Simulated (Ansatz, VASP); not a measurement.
## One calculation of VWS3, two programs

```xyz
5
Lattice="4.6807 0.0000 0.0000 0.0000 4.6807 0.0000 0.0000 0.0000 4.6807" Properties=species:S:1:pos:R:3 pbc="T T T"
V     2.3404    2.3404    2.3404
W     0.0000    0.0000    0.0000
S     2.3404    0.0000    0.0000
S     0.0000    2.3404    0.0000
S     0.0000    0.0000    2.3404
```

Change from the starting cell: species swapped into the ErRu3C type (Pm-3m, No. 221).

Alike in both runs: functional PBE; k mesh 8 × 8 × 8; occupations gaussian, width 0.1 eV; collinear spin.

Ansatz relaxed the structure, and its values are those at the end. VASP's run is a single point on that final structure, the one shown.

|  | VASP | Ansatz |
| --- | --- | --- |
| version | VASP 6.6.1 | Ansatz 0.2.0 |
| potentials or method | VASP PAW PBE potentials, release 64 (V_sv, W_sv, S), cutoff 520 eV | scalar-relativistic, plane waves, PAW |
| valence electrons in the cell | 45 | 45 |

```tsv
	VASP	Ansatz	Ansatz less VASP
gap on the k mesh at the Fermi level (eV)	none	none	-
pressure (GPa)	0.0	0.0	+0.01
net moment per atom (μB)	0.78	0.78	0.000
size of the moment on the site where the two differ most (μB)	3.04	3.26	+0.220
```

Site moments also hang on the region over which each program counts them. A gap of «none» marks a metal or a gap that the smearing closes. With one functional, cell and mesh, what is left measures potentials, basis and numerics. Ansatz's warnings: given moment on shells.

Neither program's run includes spin-orbit coupling.
